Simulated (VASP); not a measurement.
# CuAu (P4/mmm) in VASP: notebook

CuAu is run at these levels: LDA; tasks: single point.

Program: VASP 6.6.1. These are calculated values, not measurements. Logs are shortened: lines on timing, memory, paths and dates and some standing lists are left out, and cuts for length are marked.

## 1. The cell of the first run

The structure is tetragonal, space group P4/mmm (No. 123). Conventional cell: a = 2.811 Å, b = 2.811 Å, c = 3.685 Å, α = 90.00°, β = 90.00°, γ = 90.00°. Cu (site symmetry 4/mmm) has 8 Au at 2.71 Å and 6 Cu at 2.81 to 3.69 Å within 3.7 Å. Within 3.7 Å of Au (site symmetry 4/mmm) lie 8 Cu at 2.71 Å and 6 Au at 2.81 to 3.69 Å.

## 2. Single point, LDA, collinear spin

Input file POSCAR:

```
CuAu
1.0
    2.8107494552      0.0000000000      0.0000000000
    0.0000000000      2.8107494552      0.0000000000
    0.0000000000      0.0000000000      3.6850000000
Cu Au
1 1
Direct
    0.5000000000      0.5000000000      0.5000000000
    0.0000000000      0.0000000000      0.0000000000
```

Input file INCAR.step1:

```
SYSTEM = CuAu
PREC = Accurate
ENCUT = 520
EDIFF = 1E-6
ISMEAR = -1
SIGMA = 0.08
LREAL = .False.
LASPH = .True.
NELM = 150
ALGO = Normal
ISIF = 2
LWAVE = .False.
LCHARG = .True.
ISPIN = 2
MAGMOM = 0.7 0
LMAXMIX = 4
NBANDS = 22
```

Input file KPOINTS.step1:

```
regular mesh
0
Gamma
  12 12 9
  0 0 0
```

Input file INCAR.step2:

```
SYSTEM = CuAu
PREC = Accurate
ENCUT = 520
EDIFF = 1E-6
ISMEAR = -5
SIGMA = 0.08
LREAL = .False.
LASPH = .True.
NELM = 150
ALGO = Normal
ISIF = 2
LWAVE = .False.
LCHARG = .False.
ISPIN = 2
MAGMOM = 0.7 0
LORBIT = 11
LMAXMIX = 4
NEDOS = 1001
ICHARG = 11
```

Input file KPOINTS.step2:

```
regular mesh
0
Gamma
  18 18 14
  0 0 0
```

Potentials or basis: VASP PAW LDA potentials, release 64 (Cu, Au).

Launch:

```sh
$ cat potpaw_LDA.64/Cu/POTCAR potpaw_LDA.64/Au/POTCAR > POTCAR
$ cp INCAR.step1 INCAR
$ cp KPOINTS.step1 KPOINTS
$ mpirun -np 1 vasp_std > vasp.out
$ cp INCAR.step2 INCAR
$ cp KPOINTS.step2 KPOINTS
$ mpirun -np 1 vasp_std > vasp.out
```

OUTCAR:

```text
SYSTEM = CuAu
   PREC = Accurate
   ENCUT = 520
   EDIFF = 1E-6
   ISMEAR = -5
   LREAL = .False.
   LASPH = .True.
   NELM = 150
   ISIF = 2
   ISPIN = 2
   LORBIT = 11
   ICHARG = 11

 ion  position               nearest neighbor table
   1  0.500  0.500  0.500-   2 2.71   2 2.71   2 2.71   2 2.71   2 2.71   2 2.71   2 2.71   2 2.71

   2  0.000  0.000  0.000-   1 2.71   1 2.71   1 2.71   1 2.71   1 2.71   1 2.71   1 2.71   1 2.71

  LATTYP: Found a simple tetragonal cell.
 ALAT       =     2.8107494552
 C/A-ratio  =     1.3110382333

  Lattice vectors:

 A1 = (   2.8107494552,   0.0000000000,   0.0000000000)
 A2 = (   0.0000000000,   2.8107494552,   0.0000000000)
 A3 = (   0.0000000000,   0.0000000000,   3.6850000000)

Analysis of symmetry for initial positions (statically):
=====================================================================
 Subroutine PRICEL returns:
 Original cell was already a primitive cell.

 Routine SETGRP: Setting up the symmetry group for a
 simple tetragonal supercell.

 Subroutine GETGRP returns: Found 16 space group operations
 (whereof 16 operations were pure point group operations)
 out of a pool of 16 trial point group operations.

The static configuration has the point symmetry D_4h.

Analysis of symmetry for dynamics (positions and initial velocities):
=====================================================================
 Subroutine PRICEL returns:
 Original cell was already a primitive cell.

 Routine SETGRP: Setting up the symmetry group for a
 simple tetragonal supercell.

 Subroutine GETGRP returns: Found 16 space group operations
 (whereof 16 operations were pure point group operations)
 out of a pool of 16 trial point group operations.

The dynamic configuration has the point symmetry D_4h.

Analysis of structural, dynamic, and magnetic symmetry:
=====================================================================
 Subroutine PRICEL returns:
 Original cell was already a primitive cell.

 Routine SETGRP: Setting up the symmetry group for a
 simple tetragonal supercell.

 Subroutine GETGRP returns: Found 16 space group operations
 (whereof 16 operations were pure point group operations)
 out of a pool of 16 trial point group operations.

The overall configuration has the point symmetry D_4h.

 Subroutine INISYM returns: Found 16 space group operations
 (whereof 16 operations are pure point group operations),
 and found     1 'primitive' translations

----------------------------------------------------------------------------------------

                                     Primitive cell

  volume of cell :      29.1127

  direct lattice vectors                    reciprocal lattice vectors
     2.810749455  0.000000000  0.000000000     0.355776997  0.000000000  0.000000000
[... 141 lines left out ...]
 Fermi energy:         8.5587049134

 spin component 1

 k-point     1 :       0.0000    0.0000    0.0000
  band No.  band energies     occupation
      1      -1.2829      1.00000
      2       1.8927      1.00000
      3       2.0618      1.00000
      4       4.4367      1.00000
      5       4.4367      1.00000
      6       5.5167      1.00000
      7       5.6444      1.00000
      8       6.3437      1.00000
      9       6.7914      1.00000
     10       7.0104      1.00000
     11       7.0104      1.00000
     12      10.5761      0.00000
     13      16.5123      0.00000
     14      18.4603      0.00000
[... 403 lines left out ...]
      4       3.4333      1.00000
      5       4.4919      1.00000
      6       4.6577      1.00000
      7       5.8217      1.00000
      8       5.8507      1.00000
      9       6.1988      1.00000
     10       6.6552      1.00000
     11       6.7059      1.00000
     12      11.1981      0.00000
     13      15.4901      0.00000
     14      17.1611      0.00000
     15      19.7409      0.00000

 [... further k-points ...]

 spin component 2

 k-point     1 :       0.0000    0.0000    0.0000
  band No.  band energies     occupation
      1      -1.2829      1.00000
      2       1.8927      1.00000
      3       2.0618      1.00000
      4       4.4367      1.00000
      5       4.4367      1.00000
      6       5.5167      1.00000
      7       5.6444      1.00000
      8       6.3437      1.00000
      9       6.7914      1.00000
     10       7.0104      1.00000
     11       7.0104      1.00000
     12      10.5761      0.00000
     13      16.5123      0.00000
     14      18.4603      0.00000
[... 403 lines left out ...]
      4       3.4333      1.00000
      5       4.4919      1.00000
      6       4.6577      1.00000
      7       5.8217      1.00000
      8       5.8507      1.00000
      9       6.1988      1.00000
     10       6.6552      1.00000
     11       6.7059      1.00000
     12      11.1981      0.00000
     13      15.4901      0.00000
     14      17.1611      0.00000
     15      19.7409      0.00000

 [... further k-points ...]

------------------------ aborting loop because EDIFF is reached ----------------------------------------

  FORCE on cell =-STRESS in cart. coord.  units (eV):
  Direction    XX          YY          ZZ          XY          YZ          ZX
  --------------------------------------------------------------------------------------
  -------------------------------------------------------------------------------------
  Total       -1.1445807     -1.1445807     -1.2761078      0.0000000      0.0000000      0.0000000
  in kB      -62.9905270    -62.9905270    -70.2289493      0.0000000      0.0000000      0.0000000
  external PRESSURE =     -65.4033344 kB  Pullay stress =       0.0000000 kB

 VOLUME and BASIS-vectors are now :
 -----------------------------------------------------------------------------
  energy-cutoff  :      520.00
  volume of cell :       29.11
      direct lattice vectors                 reciprocal lattice vectors
     2.810749455  0.000000000  0.000000000     0.355776997  0.000000000  0.000000000
     0.000000000  2.810749455  0.000000000     0.000000000  0.355776997  0.000000000
     0.000000000  0.000000000  3.685000000     0.000000000  0.000000000  0.271370421

 POSITION                                       TOTAL-FORCE (eV/Angst)
 -----------------------------------------------------------------------------------
      1.40537      1.40537      1.84250         0.000000      0.000000      0.000000
      0.00000      0.00000      0.00000         0.000000      0.000000      0.000000
 -----------------------------------------------------------------------------------
    total drift:                                0.000000      0.000000     -0.000000

  FREE ENERGIE OF THE ION-ELECTRON SYSTEM (eV)
  ---------------------------------------------------
  free  energy   TOTEN  =        -9.2261088760 eV

  energy  without entropy=       -9.2261088760  energy(sigma->0) =       -9.22610888

 total charge

# of ion       s       p       d       tot
------------------------------------------
    1        0.385   0.319   9.231   9.936
    2        0.609   0.423   8.688   9.720
--------------------------------------------------
tot          0.994   0.742  17.919  19.656

 magnetization (x)

# of ion       s       p       d       tot
------------------------------------------
    1        0.000   0.000   0.000   0.000
    2       -0.000  -0.000  -0.000  -0.000
--------------------------------------------------
tot         -0.000   0.000   0.000   0.000
```

Wall time 5.9 min (1 thread of Intel Xeon 8259CL, shared host); peak memory 0.43 GiB.

What came out:

* Net moment: 0.00 μB per cell
* Valence electrons inside the program's atomic spheres: Cu 9.94; Au 9.72

Levels at points of the mesh, in eV from the Fermi level:
Spin up:
| k point | band 8 | band 9 | band 10 | band 11 | band 12 | band 13 | band 14 | band 15 |
| --- | --- | --- | --- | --- | --- | --- | --- | --- |
| (0.00, 0.00, 0.00) | -2.22 | -1.77 | -1.55 | -1.55 | 2.02 | 7.95 | 9.90 | 9.90 |
| (0.50, 0.00, 0.00) | -3.05 | -2.49 | -2.29 | -0.95 | -0.19 | 9.33 | 9.44 | 11.26 |
| (0.50, 0.50, 0.00) | -1.69 | -1.45 | -1.45 | 0.60 | 0.60 | 5.09 | 6.74 | 9.94 |
| (0.00, 0.00, 0.50) | -2.77 | -2.44 | -2.43 | -2.43 | -2.07 | 14.35 | 14.49 | 14.50 |
| (0.50, 0.00, 0.50) | -1.80 | -1.68 | -1.62 | -1.10 | -1.09 | 2.61 | 4.30 | 15.87 |
| (0.50, 0.50, 0.50) | -2.23 | -1.72 | -1.69 | 5.20 | 5.44 | 5.44 | 6.08 | 6.88 |
Spin down:
```
           k point  band 9  band 10  band 11  band 12  band 13  band 14
(0.00, 0.00, 0.00)   -1.77    -1.55    -1.55     2.02     7.95     9.90
(0.50, 0.00, 0.00)   -2.49    -2.29    -0.95    -0.19     9.33     9.44
(0.50, 0.50, 0.00)   -1.45    -1.45     0.60     0.60     5.09     6.74
(0.00, 0.00, 0.50)   -2.44    -2.43    -2.43    -2.07    14.35    14.49
(0.50, 0.00, 0.50)   -1.68    -1.62    -1.10    -1.09     2.61     4.30
(0.50, 0.50, 0.50)   -1.72    -1.69     5.20     5.44     5.44     6.08
```

Caveat: spin-orbit coupling is left out, which moves the levels of the heavy elements; tetrahedron occupations give inexact forces and stress in metals.

## 3. Single point, LDA

POSCAR is that of step 2.

Input file INCAR.step1:

```
SYSTEM = CuAu
ALGO = Normal
EDIFF = 1E-6
ENCUT = 520
ISIF = 2
ISMEAR = -1
LASPH = .True.
LCHARG = .True.
LMAXMIX = 4
LREAL = .False.
LWAVE = .False.
NBANDS = 18
NELM = 60
PREC = Accurate
SIGMA = 0.08
```

Input file KPOINTS.step1:

```
k-points
0
Gamma
  12 12 9
  0 0 0
```

Input file INCAR.step2:

```
SYSTEM = CuAu
ALGO = Normal
EDIFF = 1E-6
ENCUT = 520
ICHARG = 11
ISIF = 2
ISMEAR = -5
LASPH = .True.
LCHARG = .False.
LMAXMIX = 4
LORBIT = 11
LREAL = .False.
LWAVE = .False.
NBANDS = 18
NEDOS = 1001
NELM = 60
PREC = Accurate
SIGMA = 0.08
```

Input file KPOINTS.step2:

```
k-points
0
Gamma
  18 18 14
  0 0 0
```

Potentials or basis: VASP PAW LDA potentials, release 64 (Cu, Au).

Launch:

```sh
$ cat potpaw_LDA.64/Cu/POTCAR potpaw_LDA.64/Au/POTCAR > POTCAR
$ cp INCAR.step1 INCAR
$ cp KPOINTS.step1 KPOINTS
$ mpirun -np 1 vasp_std > vasp.out
$ cp INCAR.step2 INCAR
$ cp KPOINTS.step2 KPOINTS
$ mpirun -np 1 vasp_std > vasp.out
```

It took 1.8 min on 1 thread of AMD EPYC 9R45 (Zen 5), shared host; peak memory 0.32 GiB.

Results (log left out):

* Valence electrons inside the program's atomic spheres: Cu 9.94; Au 9.72

Levels at points of the mesh, in eV from the Fermi level:
| k point | band 7 | band 8 | band 9 | band 10 | band 11 | band 12 | band 13 | band 14 | band 15 | band 16 |
| --- | --- | --- | --- | --- | --- | --- | --- | --- | --- | --- |
| (0.00, 0.00, 0.00) | -2.91 | -2.22 | -1.77 | -1.55 | -1.55 | 2.02 | 7.95 | 9.90 | 9.90 | 16.74 |
| (0.50, 0.00, 0.00) | -3.13 | -3.05 | -2.49 | -2.29 | -0.95 | -0.19 | 9.33 | 9.44 | 11.26 | 11.27 |
| (0.50, 0.50, 0.00) | -1.72 | -1.69 | -1.45 | -1.45 | 0.60 | 0.60 | 5.09 | 6.74 | 9.94 | 11.50 |
| (0.00, 0.00, 0.50) | -3.29 | -2.77 | -2.44 | -2.43 | -2.43 | -2.07 | 14.35 | 14.49 | 14.49 | 15.05 |
| (0.50, 0.00, 0.50) | -1.91 | -1.80 | -1.68 | -1.62 | -1.10 | -1.09 | 2.61 | 4.30 | 15.83 | 16.02 |
| (0.50, 0.50, 0.50) | -3.21 | -2.23 | -1.72 | -1.69 | 5.20 | 5.44 | 5.44 | 6.08 | 6.88 | 6.95 |

Caveat: spin-orbit coupling is left out, which moves the levels of the heavy elements; tetrahedron occupations give inexact forces and stress in metals.
